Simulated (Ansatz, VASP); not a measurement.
## One calculation of InBS2, two programs

```
In B S
1.0
     3.66140    0.00000    0.00000
    -1.83070    3.17086    0.00000
     0.00000    0.00000    5.67516
In B S
1 1 2
Direct
  0.00000 0.00000 0.50000
  0.00000 0.00000 0.00000
  0.33333 0.66667 0.25000
  0.66667 0.33333 0.75000
```

Alike in both runs: task single point; functional PBE; k mesh 6 × 6 × 4; occupations gaussian, width 0.1 eV; no spin polarisation.

|  | VASP | Ansatz |
| --- | --- | --- |
| version | VASP 6.6.1 | Ansatz 0.2.0 |
| potentials or method | VASP PAW PBE potentials, release 64 (In_d, B, S), cutoff 520 eV | scalar-relativistic, plane waves, PAW |
| valence electrons in the cell | 28 | 28 |

|  | VASP | Ansatz | Ansatz less VASP |
| --- | --- | --- | --- |
| gap on the k mesh at the Fermi level (eV) | none | none | - |
| pressure (GPa) | 12.0 | 12.0 | +0.05 |
| traceless stress, the component that is largest in VASP (GPa) | 4.85 | 4.85 | +0.002 |
| rms of the force components (eV/Å) | 0.604 | 0.604 | -0.0001 |

Atom by atom the forces differ by 0.000 eV/Å (rms over components). A gap of «none» marks a metal or a gap that the smearing closes.
